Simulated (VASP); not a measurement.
The system is TiSi4Ir.

```
Ti Si Ir
1.0
     1.85561    1.07134    6.05830
    -1.85561    1.07134    6.05830
     0.00000   -2.14267    6.05830
Ti Si Ir
1 4 1
Direct
  0.00000 0.00000 0.00000
  0.61985 0.61985 0.61985
  0.12904 0.12904 0.12904
  0.87096 0.87096 0.87096
  0.38015 0.38015 0.38015
  0.50000 0.50000 0.50000
```

The cell was built from a structure type or drawn by symmetry, and may not be a known phase.

| Item | Value |
| --- | --- |
| Program | VASP 6.6.1 |
| Task | relaxation of cell and atoms |
| Functional | PBE |
| Potentials or basis | VASP PAW PBE potentials, release 64 (Ti_sv, Si, Ir) |
| Cutoff | 500 eV |
| k mesh | 6 × 6 × 6 |
| Occupations | gaussian, width 0.1 eV |
| Spin | no spin polarisation |

At the start: pressure 84.8 GPa; volume 12.04 Å³/atom.

**Question.** Where does the relaxation end?

**Answer.** Over 27 steps the energy falls by 1188.9 meV/atom and the volume is 15.91 Å³/atom (+32.1 %); space group R-3m (No. 166, to 0.1 Å) before and after.

The path:
| step | energy change (eV) | largest force (eV/Å) | pressure (GPa) | volume (Å³) |
| --- | --- | --- | --- | --- |
| 1 | 0.0000 | 2.1353 | 84.84 | 72.26 |
| 2 | 1.0063 | 0.6667 | -20.49 | 161.40 |
| 3 | -5.4670 | 1.0628 | -4.14 | 102.72 |
| 4 | -5.5128 | 1.0266 | -1.41 | 100.43 |
| 5 | -5.5203 | 0.9991 | 0.33 | 99.11 |
| 6 | -5.5187 | 1.0122 | -0.47 | 99.70 |
| 7 | -5.5996 | 0.7745 | -1.08 | 100.30 |
| 8 | -5.7633 | 0.4919 | -2.49 | 102.05 |
| 9 | -5.8609 | 1.2150 | -3.42 | 105.44 |
| 10 | -5.8621 | 0.8506 | -3.40 | 103.91 |
| 11 | -5.8817 | 0.9890 | -3.51 | 104.56 |
| 12 | -5.9093 | 1.0293 | -3.47 | 104.57 |
| 13 | -5.9855 | 1.1359 | -3.34 | 104.58 |
| 14 | -6.0913 | 1.3272 | -2.92 | 104.56 |
| 15 | -6.0181 | 2.3962 | -1.06 | 104.35 |
| 16 | -6.1061 | 1.6185 | -2.40 | 104.52 |
| 17 | -6.1950 | 1.4426 | -2.48 | 104.15 |
| 18 | -6.4038 | 1.4780 | -2.52 | 103.03 |
| 19 | -6.5786 | 1.5840 | -1.62 | 100.67 |
| 20 | -6.6653 | 1.5166 | -1.06 | 99.78 |
| 21 | -6.8795 | 1.2666 | 0.98 | 97.17 |
| 22 | -7.0355 | 0.4465 | 7.12 | 92.06 |
| 23 | -7.0959 | 0.2696 | 4.50 | 93.04 |
| 24 | -7.1061 | 0.3054 | 3.04 | 93.64 |
| 25 | -7.1254 | 0.1715 | 1.59 | 94.48 |
| 26 | -7.1333 | 0.0350 | -0.13 | 95.54 |
| 27 | -7.1334 | 0.0296 | -0.04 | 95.48 |

Final structure:
```cif
data_structure
_symmetry_space_group_name_H-M 'P 1'
_symmetry_Int_Tables_number 1
_cell_length_a 8.1910
_cell_length_b 8.1910
_cell_length_c 8.1910
_cell_angle_alpha 26.361
_cell_angle_beta 26.361
_cell_angle_gamma 26.361
_cell_volume 95.48
loop_
_atom_site_label
_atom_site_type_symbol
_atom_site_fract_x
_atom_site_fract_y
_atom_site_fract_z
_atom_site_occupancy
Ti1 Ti 0.00000 0.00000 0.00000 1
Si1 Si 0.60402 0.60402 0.60402 1
Si2 Si 0.11395 0.11395 0.11395 1
Si3 Si 0.88605 0.88605 0.88605 1
Si4 Si 0.39598 0.39598 0.39598 1
Ir1 Ir 0.50000 0.50000 0.50000 1
```

Caveat: the volume moved by over 15 % at a fixed basis, so the end points are rough.
